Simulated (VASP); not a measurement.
Ga, 1 atom in the cell. The structure is tetragonal, space group I4/mmm (No. 139). The conventional cell has a = 2.745 Å, b = 2.745 Å, c = 4.422 Å, α = 90.00°, β = 90.00°, γ = 90.00°. Within 3.6 Å of Ga (site symmetry 4/mmm) lie 12 Ga at 2.75 to 2.94 Å. 

- Program: VASP 6.6.1
- Task: relaxation of shape and atoms at fixed volume
- Functional: PBEsol
- Potentials or basis: VASP PAW PBE potentials, release 64 (Ga_d)
- Cutoff: 600 eV
- k mesh: 20 × 20 × 20
- Occupations: gaussian, width 0.1 eV
- Spin: no spin polarisation
- Dipole correction: no
- Further INCAR settings: ALGO = Fast; EDIFF = 1e-07; IBRION = 2; EDIFFG = -0.01; NSW = 50; ISIF = 4

Potentials or basis: VASP PAW PBE potentials, release 64 (Ga_d).

Command:

```sh
$ cat potpaw_PBE.64/Ga_d/POTCAR > POTCAR
$ mpirun -np 1 vasp_std > vasp.out
```

Hardware: 1 thread of Intel(R) Xeon(R) Platinum 8488C (Sapphire Rapids), on a shared host.

Task: How long does it take, and how much memory?

Result: Wall time 98 s on 1 thread of Intel(R) Xeon(R) Platinum 8488C (Sapphire Rapids), with other jobs on the host, peak memory 0.26 GiB. Counts: scf iterations 25, k points 641, ion steps 3.
